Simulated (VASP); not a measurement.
Input of a VASP 6.6.1 run:

Contents of INCAR:

```
SYSTEM = Sc
PREC = Accurate ; ENCUT = 500
EDIFF = 1E-7 ; ISMEAR = -1
SIGMA = 0.05 ; LREAL = .False.
LASPH = .True. ; NELM = 120
ALGO = Normal ; ISIF = 3
LWAVE = .False. ; LCHARG = .False.
GGA = PE ; IBRION = 2
NSW = 32 ; EDIFFG = -0.005
PSTRESS = 510.0 ; GGA_COMPAT = .False.
NELMIN = 4
```

KPOINTS

```
regular mesh
0
Gamma
  17 17 17
  0 0 0
```

File POSCAR:

```
Sc
1.0
    0.0000000000      1.9691417857      1.9691417857
    1.9691417857      0.0000000000      1.9691417857
    1.9691417857      1.9691417857      0.0000000000
Sc
1
Direct
    0.0000000000      0.0000000000      0.0000000000
```

Potentials or basis: VASP PAW PBE potentials, release 64 (Sc_sv).

Run with:

```console
$ cat potpaw_PBE.64/Sc_sv/POTCAR > POTCAR
$ mpirun -np 1 vasp_std > vasp.out
```

What does it give for the relaxed volume?

15.30 Å³/atom.

Estimate the space group after relaxing (to 0.05 Å).

Fm-3m (No. 225).

Estimate the relaxed cell.

a = 2.787 Å, b = 2.787 Å, c = 2.787 Å, α = 60.00°, β = 60.00°, γ = 60.00°.

The path:
```csv
step,energy change (eV),largest force (eV/Å),pressure (GPa),volume (Å³)
1,0.0000,0.0000,51.37,15.27
2,-0.0247,0.0000,50.45,15.35
3,-0.0100,0.0000,50.99,15.30
```

Caveat: the cell is relaxed towards a set pressure, so the enthalpy falls and the energy may rise.
